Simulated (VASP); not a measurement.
# Ir (Fm-3m) in VASP: relaxation of volume and atoms at fixed shape with r2SCAN

Aim: the relaxation of volume and atoms at fixed shape of Ir with r2SCAN.

All numbers are computed with VASP 6.6.1; they aren't measurements. Logs are shortened: lines on timing, memory, paths and dates and some standing lists are left out, and cuts for length are marked.

### 1 The cell of the first run

Symmetry: Fm-3m, No. 225, cubic system. Conventional cell: a = 3.831 Å, b = 3.831 Å, c = 3.831 Å, α = 90.00°, β = 90.00°, γ = 90.00°. Ir (site symmetry m-3m) has 12 Ir at 2.71 Å within 3.6 Å.

### 2 Relaxation of volume and atoms at fixed shape, r2SCAN

POSCAR

```
Ir
1.0
    0.0000000000      1.9156000000      1.9156000000
    1.9156000000      0.0000000000      1.9156000000
    1.9156000000      1.9156000000      0.0000000000
Ir
1
Direct
    0.0000000000      0.0000000000      0.0000000000
```

INCAR.step1

```
SYSTEM = Ir
PREC = Accurate
ENCUT = 620
ISMEAR = 0
SIGMA = 0.1
LREAL = .False.
LASPH = .True.
NELM = 120
GGA = PE
ALGO = Normal
EDIFF = 1E-5
LWAVE = .True.
LCHARG = .False.
GGA_COMPAT = .False.
IBRION = 2
ISIF = 3
EDIFFG = -0.005
NELMIN = 4
NSW = 100
```

INCAR.step2

```
SYSTEM = Ir
PREC = Accurate
ENCUT = 620
EDIFF = 1E-7
ISMEAR = 0
SIGMA = 0.1
LREAL = .False.
LASPH = .True.
NELM = 120
ALGO = Normal
ISIF = 8
LWAVE = .False.
LCHARG = .False.
METAGGA = R2SCAN
LMIXTAU = .True.
IBRION = 2
NSW = 60
EDIFFG = -0.01
ISTART = 1
GGA_COMPAT = .False.
NELMIN = 4
```

KPOINTS

```
regular mesh
0
Gamma
  11 11 11
  0 0 0
```

Potentials or basis: VASP PAW PBE potentials, release 64 (Ir_sv_GW).

Started as:

```sh
$ cat potpaw_PBE.64/Ir_sv_GW/POTCAR > POTCAR
$ cp INCAR.step1 INCAR
$ mpirun -np 1 vasp_std > vasp.out
$ cp INCAR.step2 INCAR
$ mpirun -np 1 vasp_std > vasp.out
```

OUTCAR:

```text
SYSTEM = Ir
   PREC = Accurate
   ENCUT = 620
   EDIFF = 1E-7
   ISMEAR = 0
   LREAL = .False.
   LASPH = .True.
   NELM = 120
   ISIF = 8
   METAGGA = R2SCAN
   IBRION = 2
   NSW = 60
   EDIFFG = -0.01
   ISTART = 1
   NELMIN = 4

 ion  position               nearest neighbor table
   1  0.000  0.000  0.000-

  LATTYP: Found a face centered cubic cell.
 ALAT       =     3.8312000000

  Lattice vectors:

 A1 = (   0.0000000000,   1.9156000000,   1.9156000000)
 A2 = (   1.9156000000,   0.0000000000,   1.9156000000)
 A3 = (   1.9156000000,   1.9156000000,   0.0000000000)

Analysis of symmetry for initial positions (statically):
=====================================================================
 Subroutine PRICEL returns:
 Original cell was already a primitive cell.

 Routine SETGRP: Setting up the symmetry group for a
 face centered cubic supercell.

 Subroutine GETGRP returns: Found 48 space group operations
 (whereof 48 operations were pure point group operations)
 out of a pool of 48 trial point group operations.

The static configuration has the point symmetry O_h .

Analysis of symmetry for dynamics (positions and initial velocities):
=====================================================================
 Subroutine PRICEL returns:
 Original cell was already a primitive cell.

 Routine SETGRP: Setting up the symmetry group for a
 face centered cubic supercell.

 Subroutine GETGRP returns: Found 48 space group operations
 (whereof 48 operations were pure point group operations)
 out of a pool of 48 trial point group operations.

The dynamic configuration has the point symmetry O_h .

 Subroutine INISYM returns: Found 48 space group operations
 (whereof 48 operations are pure point group operations),
 and found     1 'primitive' translations

----------------------------------------------------------------------------------------

                                     Primitive cell

  volume of cell :      14.0587

  direct lattice vectors                    reciprocal lattice vectors
     0.000000000  1.915600000  1.915600000    -0.261014826  0.261014826  0.261014826
     1.915600000  0.000000000  1.915600000     0.261014826 -0.261014826  0.261014826
     1.915600000  1.915600000  0.000000000     0.261014826  0.261014826 -0.261014826

  length of vectors
     2.709067500  2.709067500  2.709067500     0.452090940  0.452090940  0.452090940

  position of ions in fractional coordinates (direct lattice)
     0.000000000  0.000000000  0.000000000

  ion indices of the primitive-cell ions
   primitive index   ion index
                 1           1

----------------------------------------------------------------------------------------

 KPOINTS: regular mesh

Automatic generation of k-mesh.
 Grid dimensions read from file:
 generate k-points for:   11   11   11

 Generating k-lattice:

  Cartesian coordinates                     Fractional coordinates (reciprocal lattice)
    -0.023728621  0.023728621  0.023728621     0.090909091  0.000000000  0.000000000
     0.023728621 -0.023728621  0.023728621     0.000000000  0.090909091  0.000000000
     0.023728621  0.023728621 -0.023728621     0.000000000  0.000000000  0.090909091

  Length of vectors
     0.041099176  0.041099176  0.041099176

  Shift w.r.t. Gamma in fractional coordinates (k-lattice)
     0.000000000  0.000000000  0.000000000

 Subroutine IBZKPT returns following result:
 ===========================================

 Found     56 irreducible k-points:

 Following reciprocal coordinates:
            Coordinates               Weight
  0.000000  0.000000  0.000000      1.000000
  0.090909  0.000000  0.000000      8.000000
  0.181818  0.000000  0.000000      8.000000
  0.272727  0.000000  0.000000      8.000000
  0.363636  0.000000  0.000000      8.000000
  0.454545  0.000000  0.000000      8.000000
[... 16 lines left out ...]
 -0.272727  0.181818  0.000000     24.000000
 -0.181818  0.181818  0.000000     12.000000
 [... further k-points ...]
   k-points           NKPTS =     56   k-points in BZ     NKDIM =     56   number of bands    NBANDS=     12
   number of dos      NEDOS =    301   number of ions     NIONS =      1
   total plane-waves  NPLWV =  13824
   dimension x,y,z NGX =    24 NGY =   24 NGZ =   24
   dimension x,y,z NGXF=    48 NGYF=   48 NGZF=   48
   ions per type =               1
   NGX,Y,Z   is equivalent  to a cutoff of  14.73, 14.73, 14.73 a.u.
   NGXF,Y,Z  is equivalent  to a cutoff of  29.46, 29.46, 29.46 a.u.
 SYSTEM =  Ir
   PREC   = accura    normal or accurate (medium, high low for compatibility)
   ISTART =      1    job   : 0-new  1-cont  2-samecut
   ICHARG =      0    charge: 1-file 2-atom 10-const
   ISPIN  =      1    spin polarized calculation?
   LNONCOLLINEAR =      F non collinear calculations
   LSORBIT =      F    spin-orbit coupling
   LASPH  =      T    aspherical Exc in radial PAW
   ENCUT  =  620.0 eV  45.57 Ry    6.75 a.u.   5.50  5.50  5.50*2*pi/ulx,y,z
   NELM   =    120;   NELMIN=  4; NELMDL=  0     # of ELM steps
   EDIFF  = 0.1E-06   stopping-criterion for ELM
   LREAL  =      F    real-space projection
   EDIFFG = -.1E-01   stopping-criterion for IOM
   NSW    =     60    number of steps for IOM
   IBRION =      2    ionic relax: 0-MD 1-quasi-New 2-CG
   NFREE  =      1    steps in history (QN), initial steepest desc. (CG)
   ISIF   =      8    stress and relaxation
   ISYM   =      2    0-nonsym 1-usesym 2-fastsym
   POTIM  = 0.5000    time-step for ionic-motion
   TEBEG  =    0.0;   TEEND  =   0.0 temperature during run
   PSTRESS=    0.0 pullay stress
   NELECT =      17.0000    total number of electrons
   NUPDOWN=      -1.0000    fix difference up-down
   EMIN   =  10.00;   EMAX   =-10.00  energy-range for DOS
   EFERMI =   0.00;   METHOD = LEGACY
   ISMEAR =     0;   SIGMA  =   0.10  broadening in eV -4-tet -1-fermi 0-gaus
   EFERMI_NEDOS =   21; number of points for ismear=-14 and -15
   IALGO  =     38    algorithm
   IMIX   =      4    mixing-type and parameters
     AMIX     =   0.40;   BMIX     =  1.00
     AMIX_MAG =   1.60;   BMIX_MAG =  1.00
  volume/ion in A,a.u.               =      14.06        94.87
  Fermi-wavevector in a.u.,A,eV,Ry     =   1.744120  3.295909 41.388295  3.041954
  Thomas-Fermi vector in A             =   2.816061
   LORBIT       =      0    0 simple, 1 ext, 2 COOP (PROOUT), +10 PAW based schemes
   METAGGA = R2SCAN    functional components
   LHFCALC =     F    Hartree Fock is set to
   AEXX    =    0.0000 exact exchange contribution
   IVDW    =     0    specifies the selected vdW correction
   LEPSILON=     F    determine dielectric tensor
   LRPA    =     F    only Hartree local field effects (RPA)
 conjugate gradient relaxation of ions
 non-spin polarized calculation
 Gauss-broadening in eV      SIGMA  =   0.10
  energy-cutoff  :      620.00
  volume of cell :       14.06
 maximum number of plane-waves:       531
 NGX is ok and might be reduce to    24
   NGX = 11   NGY = 11   NGZ = 11

--------------------------------------- Ionic step        1  -------------------------------------------

 number of electron      17.0000000 magnetization

 Free energy of the ion-electron system (eV)
  ---------------------------------------------------
  ext. energy  EPLUGINS =         0.00000000
  ---------------------------------------------------
  free energy    TOTEN  =       -52.88164717 eV

  energy without entropy =      -52.87409532  energy(sigma->0) =      -52.87787125

------------------------ aborting loop because EDIFF is reached ----------------------------------------

  FORCE on cell =-STRESS in cart. coord.  units (eV):
  Direction    XX          YY          ZZ          XY          YZ          ZX
  --------------------------------------------------------------------------------------
  -------------------------------------------------------------------------------------
  Total        0.3121162      0.3121162      0.3121162      0.0000000      0.0000000      0.0000000
  in kB       35.5698787     35.5698787     35.5698787      0.0000000      0.0000000      0.0000000
  external PRESSURE =      35.5698787 kB  Pullay stress =       0.0000000 kB

 VOLUME and BASIS-vectors are now :
 -----------------------------------------------------------------------------
  energy-cutoff  :      620.00
  volume of cell :       14.06
      direct lattice vectors                 reciprocal lattice vectors
     0.000000000  1.915600000  1.915600000    -0.261014826  0.261014826  0.261014826
     1.915600000  0.000000000  1.915600000     0.261014826 -0.261014826  0.261014826
     1.915600000  1.915600000  0.000000000     0.261014826  0.261014826 -0.261014826
[... 36 lines left out ...]
 POSITION                                       TOTAL-FORCE (eV/Angst)
 -----------------------------------------------------------------------------------
      1.94444      1.94444      3.88889        -0.000000     -0.000000      0.000000
 -----------------------------------------------------------------------------------
    total drift:                               -0.000000     -0.000000     -0.000000

  FREE ENERGIE OF THE ION-ELECTRON SYSTEM (eV)
  ---------------------------------------------------
  free  energy   TOTEN  =       -52.8617930461 eV

  energy  without entropy=      -52.8537911500  energy(sigma->0) =      -52.85779210

--------------------------------------- Ionic step        3  -------------------------------------------

 number of electron      17.0000000 magnetization

 Free energy of the ion-electron system (eV)
  ---------------------------------------------------
  ext. energy  EPLUGINS =         0.00000000
  ---------------------------------------------------
  free energy    TOTEN  =       -52.88302185 eV

  energy without entropy =      -52.87538029  energy(sigma->0) =      -52.87920107

 E-fermi :  12.5539     XC(G=0): -15.8788

 val. band max:       12.5158247496   @ k =  -0.3636   0.0909   0.0000
 cond. band min:      12.5637987791   @ k =   0.4545   0.3636   0.0000
 fundamental gap:      0.0479740295
 Fermi energy:        12.5539492039

 k-point     1 :       0.0000    0.0000    0.0000
  band No.  band energies     occupation
      1     -82.4461      2.00000
      2     -38.2415      2.00000
      3     -38.2415      2.00000
      4     -38.2415      2.00000
      5       1.1367      2.00000
      6       8.6277      2.00000
      7       8.6277      2.00000
      8       8.6277      2.00000
      9      11.3209      2.00000
     10      11.3209      2.00000
     11      26.8763      0.00000
     12      32.6652      0.00000

 k-point     2 :       0.0909    0.0000    0.0000
  band No.  band energies     occupation
      1     -82.4399      2.00000
      2     -38.3102      2.00000
      3     -38.2508      2.00000
      4     -38.2508      2.00000
      5       1.5169      2.00000
      6       8.4307      2.00000
      7       8.7844      2.00000
      8       8.7844      2.00000
      9      11.2249      2.00000
     10      11.2249      2.00000
     11      27.5225      0.00000
     12      31.2062      0.00000
[... 316 lines left out ...]
 k-point    24 :      -0.1818    0.1818    0.0000
  band No.  band energies     occupation
      1     -82.3963      2.00000
      2     -38.7058      2.00000
      3     -38.4395      2.00000
      4     -38.3011      2.00000
      5       4.4613      2.00000
      6       7.4061      2.00000
      7       8.7764      2.00000
      8      10.0739      2.00000
      9      10.1035      2.00000
     10      13.2929      0.00000
     11      27.3282      0.00000
     12      30.4003      0.00000

 [... further k-points ...]

------------------------ aborting loop because EDIFF is reached ----------------------------------------

  FORCE on cell =-STRESS in cart. coord.  units (eV):
  Direction    XX          YY          ZZ          XY          YZ          ZX
  --------------------------------------------------------------------------------------
  -------------------------------------------------------------------------------------
  Total       -0.0019115     -0.0019115     -0.0019115      0.0000000      0.0000000     -0.0000000
  in kB       -0.2158685     -0.2158685     -0.2158685      0.0000000      0.0000000     -0.0000000
  external PRESSURE =      -0.2158685 kB  Pullay stress =       0.0000000 kB

 VOLUME and BASIS-vectors are now :
 -----------------------------------------------------------------------------
  energy-cutoff  :      620.00
  volume of cell :       14.19
      direct lattice vectors                 reciprocal lattice vectors
     0.000000000  1.921412044  1.921412044    -0.260225287  0.260225287  0.260225287
     1.921412044  0.000000000  1.921412044     0.260225287 -0.260225287  0.260225287
     1.921412044  1.921412044  0.000000000     0.260225287  0.260225287 -0.260225287

 POSITION                                       TOTAL-FORCE (eV/Angst)
 -----------------------------------------------------------------------------------
      0.00000      0.00000      0.00000         0.000000      0.000000     -0.000000
 -----------------------------------------------------------------------------------
    total drift:                                0.000000     -0.000000     -0.000000

  FREE ENERGIE OF THE ION-ELECTRON SYSTEM (eV)
  ---------------------------------------------------
  free  energy   TOTEN  =       -52.8830218471 eV

  energy  without entropy=      -52.8753802903  energy(sigma->0) =      -52.87920107

 reached required accuracy - stopping structural energy minimisation
```

Wall time 2.5 min (1 thread of Intel Xeon Platinum 8488C (Sapphire Rapids), shared host); peak memory 0.16 GiB.

What came out:

| Quantity | Value |
| --- | --- |
| Free energy | -52.8830 eV |
| Relaxed volume | 14.19 Å³/atom |
| Relaxed cell | a = 2.717 Å, b = 2.717 Å, c = 2.717 Å, α = 60.00°, β = 60.00°, γ = 60.00° |
| Space group after relaxing (to 0.1 Å) | Fm-3m (No. 225) |
| Energy gained by relaxing | 1.4 meV/atom |
| Ionic steps | 3 |
| Pressure after relaxing | 0.0 GPa |
| Band gap on the k mesh | zero (an odd number of electrons rules out a gap without spin polarisation) |

Step by step:
```csv
step,energy change (eV),largest force (eV/Å),pressure (GPa),volume (Å³)
1,0.0000,0.0000,3.56,14.06
2,0.0199,0.0000,-12.62,14.70
3,-0.0014,0.0000,-0.02,14.19
```

Final structure:
```yaml
crystal:
  lattice:
    - [0.00000, 1.92141, 1.92141]
    - [1.92141, 0.00000, 1.92141]
    - [1.92141, 1.92141, 0.00000]
  atoms:
    - { symbol: Ir, position: [0.00000, 0.00000, 0.00000] }
```

Caveat: the PAW data sets were made with another functional, which shifts forces and pressure a little; spin-orbit coupling is left out, which moves the levels of the heavy elements.

The gap in the log of VASP goes by the Fermi energy; the results here count the filled bands.